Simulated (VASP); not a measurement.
Al, 1 atom in the cell. Symmetry: Im-3m, No. 229, cubic system. The conventional cell has a = 3.224 Å, b = 3.224 Å, c = 3.224 Å, α = 90.00°, β = 90.00°, γ = 90.00°. Al (site symmetry m-3m) has 14 Al at 2.79 to 3.22 Å within 3.7 Å. This isn't the form of Al at room conditions, which is fcc.

| Property | Result |
| --- | --- |
| Program | VASP 6.6.1 |
| Task | single point |
| Functional | r2SCAN |
| Potentials or basis | VASP PAW PBE potentials, release 64 (Al) |
| Cutoff | 520 eV |
| k mesh | 13 × 13 × 13 |
| Occupations | gaussian, width 0.1 eV |
| Spin | no spin polarisation |
| Dipole correction | no |
| Further INCAR settings | ALGO = Normal; EDIFF = 1e-06; NBANDS = 8 |

Potentials or basis: VASP PAW PBE potentials, release 64 (Al).

Command:

```console
$ cat potpaw_PBE.64/Al/POTCAR > POTCAR
$ cp INCAR.step1 INCAR
$ mpirun -np 1 vasp_std > vasp.out
$ cp INCAR.step2 INCAR
$ mpirun -np 1 vasp_std > vasp.out
```

Hardware: 1 thread of Intel(R) Xeon(R) Platinum 8559C (Emerald Rapids) (shared host).

Question: Estimate the wall time of this run.

Answer: Run time: 27 s on 1 thread of Intel(R) Xeon(R) Platinum 8559C (Emerald Rapids) (shared host), peak memory 0.14 GiB. Counts: k points 84.
